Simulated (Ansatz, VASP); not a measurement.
# Two plane-wave programs on Ga2SnO3

INCAR

```
SYSTEM = Ga2SnO3
PREC = Accurate
ENCUT = 520
EDIFF = 1E-6
ISMEAR = 0
SIGMA = 0.1
LREAL = .FALSE.
LASPH = .TRUE.
NELM = 80
ALGO = Normal
ISIF = 2
LWAVE = .FALSE.
LCHARG = .TRUE.
GGA = PE
LELF = .TRUE.
LVHAR = .TRUE.
NBANDS = 38
```

File KPOINTS:

```
Automatic mesh
0
G
  6 6 6
  0 0 0
```

Contents of POSCAR:

```
Ga2SnO3
1.0
    2.6252271400      1.5156755900      4.2026333500
   -2.6252271400      1.5156755900      4.2026333500
    0.0000000000     -3.0313511900      4.2026333500
Ga Sn O
2 1 3
Direct
    0.6245104100      0.6245104100      0.6245104100
    0.3754895900      0.3754895900      0.3754895900
    0.0000000000      0.0000000000      0.0000000000
    0.0000000000      0.5000000000      0.0000000000
    0.5000000000      0.0000000000      0.0000000000
    0.0000000000      0.0000000000      0.5000000000
```

Input for Ansatz:

```yaml
crystal:
  lattice:
    - [2.62522714, 1.51567559, 4.20263335]
    - [-2.62522714, 1.51567559, 4.20263335]
    - [0.0, -3.03135119, 4.20263335]
  atoms:
    - { symbol: Ga, position: [0.62451041, 0.62451041, 0.62451041] }
    - { symbol: Ga, position: [0.37548959, 0.37548959, 0.37548959] }
    - { symbol: Sn, position: [0.0, 0.0, 0.0] }
    - { symbol: O, position: [0.0, 0.5, 0.0] }
    - { symbol: O, position: [0.5, 0.0, 0.0] }
    - { symbol: O, position: [0.0, 0.0, 0.5] }
basis:
  ecutwfc: 420
kpoints:
  mp_grid: { grid: [6, 6, 6] }
hamiltonian:
  xc: pbe
scf:
  occupations: { method: gaussian, width: 0.1 }
  lower_state_search: "off"
output:
  forces: true
  stress: true
  eigenvalues: true
```

Change from the starting cell: species swapped into the Zr2Al3Zn type (R-3m, No. 166).

Alike in both runs: task single point; functional PBE; k mesh 6 × 6 × 6; occupations gaussian, width 0.1 eV; no spin polarisation.

```csv
,VASP,Ansatz
version,VASP 6.6.1,Ansatz 0.2.0
potentials or method,"VASP PAW PBE potentials, release 64 (Ga_d, Sn_d, O), cutoff 520 eV","scalar-relativistic, plane waves, PAW"
valence electrons in the cell,58,58
```

Ansatz gave:

- gap on the k mesh at the Fermi level (eV): none
- pressure (GPa): -7.4
- traceless stress, the component that is largest in VASP (GPa): -12.57
- rms of the force components (eV/Å): 0.128

Problem. Estimate VASP's values.

Solution. gap on the k mesh at the Fermi level (eV): none; pressure (GPa): -7.5; traceless stress, the component that is largest in VASP (GPa): -12.52; rms of the force components (eV/Å): 0.128.

Atom by atom the forces differ by 0.000 eV/Å (rms over components). A gap of «none» marks a metal or a gap that the smearing closes. The functional is the same, so the differences come from potentials, cutoffs and numerics.
